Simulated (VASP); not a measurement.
**Si2Mo: relaxation of cell and atoms with PBE**

Si2Mo:

```
CELL_PARAMETERS angstrom
-1.60532 1.60532 3.94356
1.60532 -1.60532 3.94356
1.60532 1.60532 -3.94356
ATOMIC_POSITIONS crystal
Si 0.33300 0.33300 0.00000
Si 0.66700 0.66700 0.00000
Mo 0.00000 0.00000 0.00000
```

```
Program                : VASP 6.6.1
Task                   : relaxation of cell and atoms
Functional             : PBE
Potentials or basis    : VASP PAW PBE potentials, release 64 (Si, Mo_sv)
Cutoff                 : 500 eV
k mesh                 : 8 × 8 × 8
Occupations            : gaussian, width 0.05 eV
Spin                   : no spin polarisation
Dipole correction      : no
Further INCAR settings : ALGO = Normal; EDIFF = 1e-07; IBRION = 2; EDIFFG = -0.03; NSW = 80; ISIF = 3
```

```json
{
 "Relaxed volume": "13.59 Å³/atom",
 "Relaxed cell": "a = 4.549 Å, b = 4.549 Å, c = 4.549 Å, α = 138.57°, β = 138.57°, γ = 60.03°",
 "Space group after relaxing (to 0.05 Å)": "I4/mmm (No. 139)",
 "Energy gained by relaxing": "2.2 meV/atom",
 "Ionic steps": "4",
 "Pressure after relaxing": "0.0 GPa",
 "Largest force after relaxing": "0.013 eV/Å",
 "Band gap on the k mesh": "zero (band 11 reaches 12.53 eV, above the bottom of band 12 at 11.58 eV)"
}
```

Forces in eV/Å, atoms in the order of the input:
```
Si   0.000  0.000 -0.013
Si   0.000  0.000  0.013
Mo   0.000  0.000  0.000
```

Stress tensor (GPa, compression positive):
```
 0.08  0.00  0.00
 0.00  0.08  0.00
 0.00  0.00 -0.27
```

The path:
```tsv
step	energy change (eV)	largest force (eV/Å)	pressure (GPa)	volume (Å³)
1	0.0000	0.3296	0.26	40.65
2	-0.0062	0.0269	-0.02	40.78
3	-0.0062	0.0421	-0.01	40.77
4	-0.0065	0.0129	-0.03	40.78
```

Final structure:
```yaml
crystal:
  lattice:
    - [-1.60882, 1.60882, 3.93857]
    - [1.60882, -1.60882, 3.93857]
    - [1.60882, 1.60882, -3.93857]
  atoms:
    - { symbol: Si, position: [0.33531, 0.33531, 0.00000] }
    - { symbol: Si, position: [0.66469, 0.66469, 0.00000] }
    - { symbol: Mo, position: [0.00000, 0.00000, 0.00000] }
```

Levels at points of the mesh, in eV from the Fermi level:
```tsv
k point	band 7	band 8	band 9	band 10	band 11	band 12	band 13	band 14	band 15
(0.00, 0.00, 0.00)	-3.39	-2.95	-2.54	-2.54	0.39	3.10	3.29	3.49	3.49
(0.50, 0.00, 0.00)	-4.86	-4.42	-2.51	-2.48	-0.45	2.24	3.11	3.99	4.19
(0.50, 0.50, 0.00)	-5.54	-5.17	-4.35	-2.96	-1.19	2.30	2.70	3.13	3.34
(0.50, 0.50, 0.50)	-3.42	-2.11	-0.53	-0.53	-0.45	-0.45	0.52	4.72	5.00
```

Run time: 58 s on 1 thread of Intel(R) Xeon(R) 6975P-C (Granite Rapids), with other jobs on the host, peak memory 0.21 GiB.

PBE usually gives volumes a little too large and moduli too small. Zero-point motion and thermal expansion aren't in these numbers.
